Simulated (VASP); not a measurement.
# MgW4O12 (P-4) in VASP: electric field gradients with PBE

Aim: the electric field gradients of MgW4O12 with PBE.

Program: VASP 6.6.1. These are calculated values, not measurements. Logs are shortened: lines on timing, memory, paths and dates and some standing lists are left out, and cuts for length are marked.

### Step 1. The cell of the first run

The structure is tetragonal, space group P-4 (No. 81). The conventional cell has a = 5.374 Å, b = 5.374 Å, c = 7.837 Å, α = 90.00°, β = 90.00°, γ = 90.00°. Within 2.9 Å of Mg (site symmetry -4) lie 8 O at 2.22 to 2.69 Å. W (site symmetry 2) has 6 O at 1.85 to 1.97 Å within 2.5 Å. W (site symmetry 2) has 6 O at 1.93 to 2.03 Å within 2.6 Å. O (site symmetry 1) has 2 W at 1.95 to 2.03 Å and 1 Mg at 2.22 Å and 9 O at 2.58 to 3.01 Å within 3.1 Å. Within 3.1 Å of O (site symmetry 1) lie 2 W at 1.93 to 1.96 Å and 9 O at 2.67 to 2.95 Å and 1 Mg at 3.05 Å. O (site symmetry 2) has 2 W at 1.85 to 2.03 Å within 2.5 Å. Within 2.8 Å of O (site symmetry 2) lie 2 W at 1.97 to 1.98 Å and 8 O at 2.58 to 2.79 Å and 2 Mg at 2.69 Å.

### Step 2. Electric field gradients, PBE

Input file INCAR:

```
PREC = Accurate
ENCUT = 520
EDIFF = 1E-8
ISMEAR = -1
SIGMA = 0.05
LREAL = Auto
LASPH = True
NELM = 60
ALGO = Normal
ISIF = 2
LWAVE = False
LCHARG = False
GGA = PE
LEFG = True
NBANDS = 79
```

Input file KPOINTS:

```
regular mesh
0
Gamma
  6 6 4
```

Input file POSCAR:

```
MgW4O12
1.0
    5.3744690000      0.0000000000      0.0000000000
    0.0000000000      5.3744690000      0.0000000000
    0.0000000000      0.0000000000      7.8368590000
Mg W O
1 4 12
Direct
    0.0000000000      0.0000000000      0.5000000000
    0.0000000000      0.5000000000      0.7556230000
    0.5000000000      0.0000000000      0.7484310000
    0.5000000000      0.0000000000      0.2443770000
    0.0000000000      0.5000000000      0.2515690000
    0.1725040000      0.8151700000      0.7235090000
    0.6918350000      0.6966160000      0.7525890000
    0.3081650000      0.3033840000      0.7525890000
    0.8274960000      0.1848300000      0.7235090000
    0.0000000000      0.5000000000      0.9921510000
    0.5000000000      0.0000000000      0.4955060000
    0.5000000000      0.0000000000      0.0078490000
    0.0000000000      0.5000000000      0.5044940000
    0.6966160000      0.3081650000      0.2474110000
    0.1848300000      0.1725040000      0.2764910000
    0.8151700000      0.8274960000      0.2764910000
    0.3033840000      0.6918350000      0.2474110000
```

Potentials or basis: VASP PAW PBE potentials, release 64 (Mg, W_sv, O).

Command:

```bash
cat potpaw_PBE.64/Mg/POTCAR potpaw_PBE.64/W_sv/POTCAR potpaw_PBE.64/O/POTCAR > POTCAR
mpirun -np 1 vasp_std > vasp.out
```

OUTCAR:

```text
PREC = Accurate
   ENCUT = 520
   EDIFF = 1E-8
   ISMEAR = -1
   LREAL = Auto
   LASPH = True
   NELM = 60
   ISIF = 2
   GGA = PE

 ion  position               nearest neighbor table
   1  0.000  0.000  0.500-   6 2.22   9 2.22  15 2.22  16 2.22  11 2.69  13 2.69  13 2.69  11 2.69
                             5 3.32   3 3.32   3 3.32   5 3.32   2 3.35   2 3.35   4 3.35   4 3.35
   2  0.000  0.500  0.756-  10 1.85   9 1.95   6 1.95   7 1.96   8 1.96  13 1.97   1 3.35   1 3.35

   3  0.500  0.000  0.748-   7 1.93   8 1.93  11 1.98   9 2.03   6 2.03  12 2.03   1 3.32   1 3.32

   4  0.500  0.000  0.244-  12 1.85  15 1.95  16 1.95  14 1.96  17 1.96  11 1.97   1 3.35   1 3.35

   5  0.000  0.500  0.252-  14 1.93  17 1.93  13 1.98  16 2.03  15 2.03  10 2.03   1 3.32   1 3.32

   6  0.173  0.815  0.724-   2 1.95   3 2.03   1 2.22
   7  0.692  0.697  0.753-   3 1.93   2 1.96
   8  0.308  0.303  0.753-   3 1.93   2 1.96
   9  0.827  0.185  0.724-   2 1.95   3 2.03   1 2.22
  10  0.000  0.500  0.992-   2 1.85   5 2.03
  11  0.500  0.000  0.496-   4 1.97   3 1.98   1 2.69   1 2.69
  12  0.500  0.000  0.008-   4 1.85   3 2.03
  13  0.000  0.500  0.504-   2 1.97   5 1.98   1 2.69   1 2.69
  14  0.697  0.308  0.247-   5 1.93   4 1.96
  15  0.185  0.173  0.276-   4 1.95   5 2.03   1 2.22
  16  0.815  0.827  0.276-   4 1.95   5 2.03   1 2.22
  17  0.303  0.692  0.247-   5 1.93   4 1.96

  LATTYP: Found a simple tetragonal cell.
 ALAT       =     5.3744690000
 C/A-ratio  =     1.4581643321

  Lattice vectors:

 A1 = (   5.3744690000,   0.0000000000,   0.0000000000)
 A2 = (   0.0000000000,   5.3744690000,   0.0000000000)
 A3 = (   0.0000000000,   0.0000000000,   7.8368590000)

Analysis of symmetry for initial positions (statically):
=====================================================================
 Subroutine PRICEL returns:
 Original cell was already a primitive cell.

 Routine SETGRP: Setting up the symmetry group for a
 simple tetragonal supercell.

 Subroutine GETGRP returns: Found  4 space group operations
 (whereof  4 operations were pure point group operations)
 out of a pool of 16 trial point group operations.

The static configuration has the point symmetry S_4 .

Analysis of symmetry for dynamics (positions and initial velocities):
=====================================================================
 Subroutine PRICEL returns:
 Original cell was already a primitive cell.

 Routine SETGRP: Setting up the symmetry group for a
 simple tetragonal supercell.

 Subroutine GETGRP returns: Found  4 space group operations
 (whereof  4 operations were pure point group operations)
 out of a pool of 16 trial point group operations.

The dynamic configuration has the point symmetry S_4 .

 Subroutine INISYM returns: Found  4 space group operations
 (whereof  4 operations are pure point group operations),
 and found     1 'primitive' translations

----------------------------------------------------------------------------------------

                                     Primitive cell

  volume of cell :     226.3670

  direct lattice vectors                    reciprocal lattice vectors
     5.374469000  0.000000000  0.000000000     0.186064893  0.000000000  0.000000000
     0.000000000  5.374469000  0.000000000     0.000000000  0.186064893  0.000000000
     0.000000000  0.000000000  7.836859000     0.000000000  0.000000000  0.127602143

  length of vectors
     5.374469000  5.374469000  7.836859000     0.186064893  0.186064893  0.127602143

  position of ions in fractional coordinates (direct lattice)
     0.000000000  0.000000000  0.500000000
     0.000000000  0.500000000  0.755623000
     0.500000000  0.000000000  0.748431000
     0.500000000  0.000000000  0.244377000
     0.000000000  0.500000000  0.251569000
     0.172504000  0.815170000  0.723509000
[... 9 lines left out ...]
     0.815170000  0.827496000  0.276491000
     0.303384000  0.691835000  0.247411000

  ion indices of the primitive-cell ions
   primitive index   ion index
                 1           1
                 2           2
                 3           3
                 4           4
                 5           5
                 6           6
[... 9 lines left out ...]
                16          16
                17          17

----------------------------------------------------------------------------------------

 KPOINTS: regular mesh

Automatic generation of k-mesh.
[... 49 lines left out ...]
   number of dos      NEDOS =    301   number of ions     NIONS =     17
   total plane-waves  NPLWV =  96000
   dimension x,y,z NGX =    40 NGY =   40 NGZ =   60
   dimension x,y,z NGXF=    80 NGYF=   80 NGZF=  120
   ions per type =               1   4  12
   NGX,Y,Z   is equivalent  to a cutoff of  12.37, 12.37, 12.73 a.u.
   NGXF,Y,Z  is equivalent  to a cutoff of  24.75, 24.75, 25.46 a.u.
 SYSTEM =  unknown system
   PREC   = accura    normal or accurate (medium, high low for compatibility)
   ISTART =      0    job   : 0-new  1-cont  2-samecut
   ICHARG =      2    charge: 1-file 2-atom 10-const
   ISPIN  =      1    spin polarized calculation?
   LNONCOLLINEAR =      F non collinear calculations
   LSORBIT =      F    spin-orbit coupling
   LASPH  =      T    aspherical Exc in radial PAW
   ENCUT  =  520.0 eV  38.22 Ry    6.18 a.u.   9.99  9.99 14.57*2*pi/ulx,y,z
   NELM   =     60;   NELMIN=  2; NELMDL= -5     # of ELM steps
   EDIFF  = 0.1E-07   stopping-criterion for ELM
   LREAL  =      T    real-space projection
   EDIFFG = 0.1E-06   stopping-criterion for IOM
   NSW    =      0    number of steps for IOM
   IBRION =     -1    ionic relax: 0-MD 1-quasi-New 2-CG
   NFREE  =      0    steps in history (QN), initial steepest desc. (CG)
   ISIF   =      2    stress and relaxation
   ISYM   =      2    0-nonsym 1-usesym 2-fastsym
   POTIM  = 0.5000    time-step for ionic-motion
   TEBEG  =    0.0;   TEEND  =   0.0 temperature during run
   PSTRESS=    0.0 pullay stress
   NELECT =     130.0000    total number of electrons
   NUPDOWN=      -1.0000    fix difference up-down
   EMIN   =  10.00;   EMAX   =-10.00  energy-range for DOS
   EFERMI =   0.00;   METHOD = LEGACY
   ISMEAR =    -1;   SIGMA  =   0.05  broadening in eV -4-tet -1-fermi 0-gaus
   EFERMI_NEDOS =   21; number of points for ismear=-14 and -15
   IALGO  =     38    algorithm
   IMIX   =      4    mixing-type and parameters
     AMIX     =   0.40;   BMIX     =  1.00
     AMIX_MAG =   1.60;   BMIX_MAG =  1.00
  volume/ion in A,a.u.               =      13.32        89.86
  Fermi-wavevector in a.u.,A,eV,Ry     =   1.360771  2.571483 25.193860  1.851696
  Thomas-Fermi vector in A             =   2.487404
   LORBIT       =      0    0 simple, 1 ext, 2 COOP (PROOUT), +10 PAW based schemes
   GGA     = PE    functional components
   LHFCALC =     F    Hartree Fock is set to
   AEXX    =    0.0000 exact exchange contribution
   IVDW    =     0    specifies the selected vdW correction
   LEPSILON=     F    determine dielectric tensor
   LRPA    =     F    only Hartree local field effects (RPA)
 non-spin polarized calculation
  energy-cutoff  :      520.00
  volume of cell :      226.37
 maximum number of plane-waves:      6116
   NGX = 19   NGY = 19   NGZ = 29

 number of electron     129.9999969 magnetization

 Free energy of the ion-electron system (eV)
  ---------------------------------------------------
  ext. energy  EPLUGINS =         0.00000000
  ---------------------------------------------------
  free energy    TOTEN  =      -148.98699860 eV

  energy without entropy =     -148.93972533  energy(sigma->0) =     -148.96336197

 E-fermi :   4.0562     XC(G=0): -10.0427

 val. band max:        4.0384953239   @ k =   0.1667   0.1667   0.0000
 cond. band min:       4.0775602880   @ k =   0.1667   0.0000   0.2500
 fundamental gap:      0.0390649641
 Fermi energy:         4.0562408691

 k-point     1 :       0.0000    0.0000    0.0000
  band No.  band energies     occupation
      1     -72.3422      2.00000
      2     -72.3422      2.00000
      3     -72.2239      2.00000
      4     -72.2238      2.00000
      5     -36.5088      2.00000
      6     -36.5088      2.00000
[... 1909 lines left out ...]
     76       6.6049      0.00000
     77       7.5346      0.00000

 [... further k-points ...]

 [bands above 77 left out]

------------------------ aborting loop because EDIFF is reached ----------------------------------------

  FORCE on cell =-STRESS in cart. coord.  units (eV):
  Direction    XX          YY          ZZ          XY          YZ          ZX
  --------------------------------------------------------------------------------------
  -------------------------------------------------------------------------------------
  Total       -9.4615892     -9.4615892    -12.5660710      0.0000001      0.0000000      0.0000000
  in kB      -66.9671032    -66.9671032    -88.9399608      0.0000004      0.0000000      0.0000000
  external PRESSURE =     -74.2913891 kB  Pullay stress =       0.0000000 kB

 VOLUME and BASIS-vectors are now :
 -----------------------------------------------------------------------------
  energy-cutoff  :      520.00
  volume of cell :      226.37
      direct lattice vectors                 reciprocal lattice vectors
     5.374469000  0.000000000  0.000000000     0.186064893  0.000000000  0.000000000
     0.000000000  5.374469000  0.000000000     0.000000000  0.186064893  0.000000000
     0.000000000  0.000000000  7.836859000     0.000000000  0.000000000  0.127602143

 POSITION                                       TOTAL-FORCE (eV/Angst)
 -----------------------------------------------------------------------------------
      0.00000      0.00000      3.91843         0.000000      0.000000      0.000000
      0.00000      2.68723      5.92171         0.000000      0.000000     -0.298341
      2.68723      0.00000      5.86535         0.000000      0.000000     -0.376450
      2.68723      0.00000      1.91515         0.000000      0.000000      0.298341
      0.00000      2.68723      1.97151         0.000000      0.000000      0.376450
      0.92712      4.38111      5.67004         1.172528      0.580848      0.279016
[... 9 lines left out ...]
      4.38111      4.44735      2.16682         0.580848     -1.172528     -0.279016
      1.63053      3.71825      1.93893        -0.418551      0.059917     -0.011559
 -----------------------------------------------------------------------------------
    total drift:                               -0.000001     -0.000001      0.000000

  FREE ENERGIE OF THE ION-ELECTRON SYSTEM (eV)
  ---------------------------------------------------
  free  energy   TOTEN  =      -148.9869986025 eV

  energy  without entropy=     -148.9397253311  energy(sigma->0) =     -148.96336197

 Electric field gradients (V/A^2)
---------------------------------------------------------------------
 ion       V_xx      V_yy      V_zz      V_xy      V_xz      V_yz
---------------------------------------------------------------------
   1       8.008     8.008   -16.016     0.000     0.000     0.000
   2     125.841     5.351  -131.192    18.117     0.000    -0.000
   3      19.505   -86.496    66.991   201.968    -0.000     0.000
   4       5.351   125.841  -131.192   -18.117    -0.000     0.000
   5     -86.496    19.505    66.991  -201.968    -0.000    -0.000
   6      16.844     9.472   -26.315    27.182     9.459    -7.060
[... 9 lines left out ...]
  16       9.472    16.844   -26.315   -27.182     7.060     9.459
  17       8.084    13.617   -21.702    13.766    -0.956     4.803
---------------------------------------------------------------------

 Electric field gradients after diagonalization (V/A^2)
 (convention: |V_zz| > |V_xx| > |V_yy|)
----------------------------------------------------------------------
 ion       V_xx      V_yy      V_zz     asymmetry (V_yy - V_xx)/ V_zz
----------------------------------------------------------------------
   1       8.008     8.008   -16.016       0.000
   2     128.506     2.685  -131.192       0.959
   3     175.311    66.991  -242.302       0.447
   4     128.506     2.685  -131.192       0.959
   5     175.311    66.991  -242.302       0.447
   6     -33.371    -7.312    40.684       0.641
[... 9 lines left out ...]
  16     -33.371    -7.312    40.684       0.641
  17     -22.641    -2.460    25.101       0.804
----------------------------------------------------------------------

           NMR quadrupolar parameters

 Cq : quadrupolar parameter    Cq=e*Q*V_zz/h
 eta: asymmetry parameters     (V_yy - V_xx)/ V_zz
 Q  : nuclear electric quadrupole moment in mb (millibarn)
----------------------------------------------------------------------
 ion       Cq(MHz)       eta       Q (mb)
----------------------------------------------------------------------
   1      -0.039       0.000       1.000
   2      -0.317       0.959       1.000
   3      -0.586       0.447       1.000
   4      -0.317       0.959       1.000
   5      -0.586       0.447       1.000
   6       0.098       0.641       1.000
[... 9 lines left out ...]
  16       0.098       0.641       1.000
  17       0.061       0.804       1.000
----------------------------------------------------------------------
```

Wall time 42 min (1 thread of Oxide Virtual Turin-like, shared host); peak memory 0.5 GiB.

What came out:

```yaml
Free_energy: -148.9870 eV
Pressure: -7.4 GPa
Largest_force: 1.748 eV/Å
Band_gap_on_the_k_mesh: zero (bands 65 and 66 overlap by 1.30 eV)
Largest_electric_field_gradient_by_atom: Mg -16.0; W -131.2, -242.3 (each value once); O +40.7, +25.1, +21.9, +40.0 (each value once) V/Å²
```

Forces in eV/Å, atoms in the order of the input:
```
Mg   0.000  0.000  0.000
W    0.000  0.000 -0.298
W    0.000  0.000 -0.376
W    0.000  0.000  0.298
W    0.000  0.000  0.376
O    1.173  0.581  0.279
O    0.060  0.419  0.012
O   -0.060 -0.419  0.012
O   -1.173 -0.581  0.279
O    0.000  0.000  1.748
O    0.000  0.000  1.552
O    0.000  0.000 -1.748
O    0.000  0.000 -1.552
O    0.419 -0.060 -0.012
O   -0.581  1.173 -0.279
O    0.581 -1.173 -0.279
O   -0.419  0.060 -0.012
```

Electric field gradients, principal values (V/Å²):
```
atom   least   middle  greatest (by size)
1 Mg   8.008    8.008             -16.016
 2 W   2.685  128.506            -131.192
 3 W  66.991  175.311            -242.302
 4 W   2.685  128.506            -131.192
 5 W  66.991  175.311            -242.302
 6 O  -7.312  -33.371              40.684
 7 O  -2.460  -22.641              25.101
 8 O  -2.460  -22.641              25.101
 9 O  -7.312  -33.371              40.684
10 O  -4.227  -17.718              21.945
11 O  -4.522  -35.480              40.002
12 O  -4.227  -17.718              21.945
13 O  -4.522  -35.480              40.002
14 O  -2.460  -22.641              25.101
15 O  -7.312  -33.371              40.684
16 O  -7.312  -33.371              40.684
17 O  -2.460  -22.641              25.101
```

Caveat: the cell stands under tension; without QUAD_EFG the Cq values of the log hold for a quadrupole moment of 1 mb, not for the nuclei; spin-orbit coupling is left out, which moves the levels of the heavy elements; forces of over 1 eV/Å act on the atoms, so gaps and moduli don't describe the material at rest.

The gap in the log of VASP goes by the Fermi energy; the results here count the filled bands.